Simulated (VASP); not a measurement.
# Nb (Im-3m) in VASP: a series of runs

Nb is run at these levels: PBE; tasks: electric field gradients.

All numbers are computed with VASP 6.6.1; they aren't measurements. Logs are shortened: lines on timing, memory, paths and dates and some standing lists are left out, and cuts for length are marked.

## 1. The cell of the first run

It takes space group Im-3m (No. 229, cubic). The conventional cell has a = 3.328 Å, b = 3.328 Å, c = 3.328 Å, α = 90.00°, β = 90.00°, γ = 90.00°. Nb (site symmetry m-3m) has 14 Nb at 2.88 to 3.33 Å within 3.8 Å.

## 2. Electric field gradients, PBE

Input file INCAR:

```
  PREC = Accurate
  ENCUT = 520
  EDIFF = 1E-8
  ISMEAR = -1
  SIGMA = 0.03
  LREAL = F
  LASPH = T
  NELM = 60
  ALGO = Normal
  ISIF = 2
  LWAVE = F
  LCHARG = F
  GGA = PE
  LEFG = T
  NBANDS = 12
```

Input file KPOINTS:

```
regular mesh
0
Gamma
  15 15 15
```

Input file POSCAR:

```
Nb
1.0
   -1.6639500000      1.6639500000      1.6639500000
    1.6639500000     -1.6639500000      1.6639500000
    1.6639500000      1.6639500000     -1.6639500000
Nb
1
Direct
    0.0000000000      0.0000000000      0.0000000000
```

Potentials or basis: VASP PAW PBE potentials, release 64 (Nb_sv).

Started as:

```bash
> cat potpaw_PBE.64/Nb_sv/POTCAR > POTCAR
> mpirun -np 1 vasp_std > vasp.out
```

OUTCAR:

```text
PREC = Accurate
   ENCUT = 520
   EDIFF = 1E-8
   ISMEAR = -1
   LREAL = F
   LASPH = T
   NELM = 60
   ISIF = 2
   GGA = PE

 ion  position               nearest neighbor table
   1  0.000  0.000  0.000-

  LATTYP: Found a body centered cubic cell.
 ALAT       =     3.3279000000

  Lattice vectors:

 A1 = (  -1.6639500000,   1.6639500000,   1.6639500000)
 A2 = (   1.6639500000,  -1.6639500000,   1.6639500000)
 A3 = (   1.6639500000,   1.6639500000,  -1.6639500000)

Analysis of symmetry for initial positions (statically):
=====================================================================
 Subroutine PRICEL returns:
 Original cell was already a primitive cell.

 Routine SETGRP: Setting up the symmetry group for a
 body centered cubic supercell.

 Subroutine GETGRP returns: Found 48 space group operations
 (whereof 48 operations were pure point group operations)
 out of a pool of 48 trial point group operations.

The static configuration has the point symmetry O_h .

Analysis of symmetry for dynamics (positions and initial velocities):
=====================================================================
 Subroutine PRICEL returns:
 Original cell was already a primitive cell.

 Routine SETGRP: Setting up the symmetry group for a
 body centered cubic supercell.

 Subroutine GETGRP returns: Found 48 space group operations
 (whereof 48 operations were pure point group operations)
 out of a pool of 48 trial point group operations.

The dynamic configuration has the point symmetry O_h .

 Subroutine INISYM returns: Found 48 space group operations
 (whereof 48 operations are pure point group operations),
 and found     1 'primitive' translations

----------------------------------------------------------------------------------------

                                     Primitive cell

  volume of cell :      18.4281

  direct lattice vectors                    reciprocal lattice vectors
    -1.663950000  1.663950000  1.663950000     0.000000000  0.300489798  0.300489798
     1.663950000 -1.663950000  1.663950000     0.300489798  0.000000000  0.300489798
     1.663950000  1.663950000 -1.663950000     0.300489798  0.300489798  0.000000000

  length of vectors
     2.882045941  2.882045941  2.882045941     0.424956748  0.424956748  0.424956748

  position of ions in fractional coordinates (direct lattice)
     0.000000000  0.000000000  0.000000000

  ion indices of the primitive-cell ions
   primitive index   ion index
                 1           1

----------------------------------------------------------------------------------------

 KPOINTS: regular mesh

Automatic generation of k-mesh.
 Grid dimensions read from file:
 generate k-points for:   15   15   15

 Generating k-lattice:

  Cartesian coordinates                     Fractional coordinates (reciprocal lattice)
     0.000000000  0.020032653  0.020032653     0.066666667  0.000000000  0.000000000
     0.020032653  0.000000000  0.020032653     0.000000000  0.066666667  0.000000000
     0.020032653  0.020032653  0.000000000     0.000000000  0.000000000  0.066666667

  Length of vectors
     0.028330450  0.028330450  0.028330450

  Shift w.r.t. Gamma in fractional coordinates (k-lattice)
     0.000000000  0.000000000  0.000000000

 Subroutine IBZKPT returns following result:
 ===========================================

 Found    120 irreducible k-points:

 Following reciprocal coordinates:
            Coordinates               Weight
  0.000000  0.000000  0.000000      1.000000
  0.066667  0.000000  0.000000     12.000000
  0.133333  0.000000  0.000000     12.000000
  0.200000  0.000000  0.000000     12.000000
  0.266667  0.000000  0.000000     12.000000
  0.333333  0.000000  0.000000     12.000000
[... 16 lines left out ...]
  0.333333  0.200000 -0.000000     48.000000
  0.400000  0.200000  0.000000     24.000000
 [... further k-points ...]
   k-points           NKPTS =    120   k-points in BZ     NKDIM =    120   number of bands    NBANDS=     12
   number of dos      NEDOS =    301   number of ions     NIONS =      1
   total plane-waves  NPLWV =  13824
   dimension x,y,z NGX =    24 NGY =   24 NGZ =   24
   dimension x,y,z NGXF=    48 NGYF=   48 NGZF=   48
   ions per type =               1
   NGX,Y,Z   is equivalent  to a cutoff of  13.84, 13.84, 13.84 a.u.
   NGXF,Y,Z  is equivalent  to a cutoff of  27.69, 27.69, 27.69 a.u.
 SYSTEM =  unknown system
   PREC   = accura    normal or accurate (medium, high low for compatibility)
   ISTART =      0    job   : 0-new  1-cont  2-samecut
   ICHARG =      2    charge: 1-file 2-atom 10-const
   ISPIN  =      1    spin polarized calculation?
   LNONCOLLINEAR =      F non collinear calculations
   LSORBIT =      F    spin-orbit coupling
   LASPH  =      T    aspherical Exc in radial PAW
   ENCUT  =  520.0 eV  38.22 Ry    6.18 a.u.   5.36  5.36  5.36*2*pi/ulx,y,z
   NELM   =     60;   NELMIN=  2; NELMDL= -5     # of ELM steps
   EDIFF  = 0.1E-07   stopping-criterion for ELM
   LREAL  =      F    real-space projection
   EDIFFG = 0.1E-06   stopping-criterion for IOM
   NSW    =      0    number of steps for IOM
   IBRION =     -1    ionic relax: 0-MD 1-quasi-New 2-CG
   NFREE  =      0    steps in history (QN), initial steepest desc. (CG)
   ISIF   =      2    stress and relaxation
   ISYM   =      2    0-nonsym 1-usesym 2-fastsym
   POTIM  = 0.5000    time-step for ionic-motion
   TEBEG  =    0.0;   TEEND  =   0.0 temperature during run
   PSTRESS=    0.0 pullay stress
   NELECT =      13.0000    total number of electrons
   NUPDOWN=      -1.0000    fix difference up-down
   EMIN   =  10.00;   EMAX   =-10.00  energy-range for DOS
   EFERMI =   0.00;   METHOD = LEGACY
   ISMEAR =    -1;   SIGMA  =   0.03  broadening in eV -4-tet -1-fermi 0-gaus
   EFERMI_NEDOS =   21; number of points for ismear=-14 and -15
   IALGO  =     38    algorithm
   IMIX   =      4    mixing-type and parameters
     AMIX     =   0.40;   BMIX     =  1.00
     AMIX_MAG =   1.60;   BMIX_MAG =  1.00
  volume/ion in A,a.u.               =      18.43       124.36
  Fermi-wavevector in a.u.,A,eV,Ry     =   1.457345  2.753983 28.896790  2.123854
  Thomas-Fermi vector in A             =   2.574157
   LORBIT       =      0    0 simple, 1 ext, 2 COOP (PROOUT), +10 PAW based schemes
   GGA     = PE    functional components
   LHFCALC =     F    Hartree Fock is set to
   AEXX    =    0.0000 exact exchange contribution
   IVDW    =     0    specifies the selected vdW correction
   LEPSILON=     F    determine dielectric tensor
   LRPA    =     F    only Hartree local field effects (RPA)
 non-spin polarized calculation
  energy-cutoff  :      520.00
  volume of cell :       18.43
 maximum number of plane-waves:       531
 NGX is ok and might be reduce to    24
   NGX = 11   NGY = 11   NGZ = 11

 number of electron      12.9999999 magnetization

 Free energy of the ion-electron system (eV)
  ---------------------------------------------------
  ext. energy  EPLUGINS =         0.00000000
  ---------------------------------------------------
  free energy    TOTEN  =       -10.21452258 eV

  energy without entropy =      -10.20917198  energy(sigma->0) =      -10.21184728

 E-fermi :  10.8750     XC(G=0): -12.3831

 val. band max:       10.8697278664   @ k =  -0.3333   0.4000   0.0667
 cond. band min:      10.8761034612   @ k =  -0.2000   0.2000   0.2000
 fundamental gap:      0.0063755949
 Fermi energy:        10.8749646246

 k-point     1 :       0.0000    0.0000    0.0000
  band No.  band energies     occupation
      1     -43.5406      2.00000
      2     -18.8845      2.00000
      3     -18.8845      2.00000
      4     -18.8845      2.00000
      5       4.9595      2.00000
      6      11.2326      0.00001
      7      11.2327      0.00001
      8      11.2327      0.00001
      9      14.0669      0.00000
     10      14.0669      0.00000
     11      25.0183      0.00000
     12      25.0183      0.00000

 k-point     2 :       0.0667    0.0000    0.0000
  band No.  band energies     occupation
      1     -43.5311      2.00000
      2     -18.9431      2.00000
      3     -18.9024      2.00000
      4     -18.8849      2.00000
      5       5.1385      2.00000
      6      11.1235      0.00050
      7      11.2064      0.00003
      8      11.4030      0.00000
      9      13.9018      0.00000
     10      14.0678      0.00000
     11      25.1623      0.00000
     12      25.3279      0.00000
[... 316 lines left out ...]
 k-point    24 :       0.4000    0.2000    0.0000
  band No.  band energies     occupation
      1     -43.2994      2.00000
      2     -19.9948      2.00000
      3     -19.4691      2.00000
      4     -19.0140      2.00000
      5       8.1909      2.00000
      6       9.4878      2.00000
      7      11.1479      0.00022
      8      13.9439      0.00000
      9      15.0442      0.00000
     10      19.0982      0.00000
     11      21.4646      0.00000
     12      23.5183      0.00000

 [... further k-points ...]
[... 5 lines left out ...]
  --------------------------------------------------------------------------------------
  -------------------------------------------------------------------------------------
  Total       -0.3226440     -0.3226440     -0.3226440      0.0000000     -0.0000000     -0.0000000
  in kB      -28.0513277    -28.0513277    -28.0513277      0.0000000     -0.0000000     -0.0000000
  external PRESSURE =     -28.0513277 kB  Pullay stress =       0.0000000 kB

 VOLUME and BASIS-vectors are now :
 -----------------------------------------------------------------------------
  energy-cutoff  :      520.00
  volume of cell :       18.43
      direct lattice vectors                 reciprocal lattice vectors
    -1.663950000  1.663950000  1.663950000     0.000000000  0.300489798  0.300489798
     1.663950000 -1.663950000  1.663950000     0.300489798  0.000000000  0.300489798
     1.663950000  1.663950000 -1.663950000     0.300489798  0.300489798  0.000000000

 POSITION                                       TOTAL-FORCE (eV/Angst)
 -----------------------------------------------------------------------------------
      0.00000      0.00000      0.00000        -0.000000      0.000000      0.000000
 -----------------------------------------------------------------------------------
    total drift:                                0.000000      0.000000      0.000000

  FREE ENERGIE OF THE ION-ELECTRON SYSTEM (eV)
  ---------------------------------------------------
  free  energy   TOTEN  =       -10.2145225811 eV

  energy  without entropy=      -10.2091719762  energy(sigma->0) =      -10.21184728

 Electric field gradients (V/A^2)
---------------------------------------------------------------------
 ion       V_xx      V_yy      V_zz      V_xy      V_xz      V_yz
---------------------------------------------------------------------
   1      -0.000     0.000     0.000    -0.000    -0.000    -0.000
---------------------------------------------------------------------

 Electric field gradients after diagonalization (V/A^2)
 (convention: |V_zz| > |V_xx| > |V_yy|)
----------------------------------------------------------------------
 ion       V_xx      V_yy      V_zz     asymmetry (V_yy - V_xx)/ V_zz
----------------------------------------------------------------------
   1       0.000     0.000    -0.000       0.000
----------------------------------------------------------------------

           NMR quadrupolar parameters

 Cq : quadrupolar parameter    Cq=e*Q*V_zz/h
 eta: asymmetry parameters     (V_yy - V_xx)/ V_zz
 Q  : nuclear electric quadrupole moment in mb (millibarn)
----------------------------------------------------------------------
 ion       Cq(MHz)       eta       Q (mb)
----------------------------------------------------------------------
   1      -0.000       0.000       1.000
----------------------------------------------------------------------
```

Wall time 29 s (1 thread of Intel Xeon Platinum 8259CL at 2.50GHz (Skylake/Cascade Lake), shared host); peak memory 0.15 GiB.

Results:

* Free energy: -10.2145 eV
* Pressure: -2.8 GPa

Levels at points of the mesh, in eV from the Fermi level:
```
           k point  band 2  band 3  band 4  band 5  band 6  band 7  band 8  band 9  band 10  band 11
(0.00, 0.00, 0.00)  -29.76  -29.76  -29.76   -5.92    0.36    0.36    0.36    3.19     3.19    14.14
```

Caveat: without QUAD_EFG the Cq values of the log hold for a quadrupole moment of 1 mb, not for the nuclei.

[end of part 1 of 2]
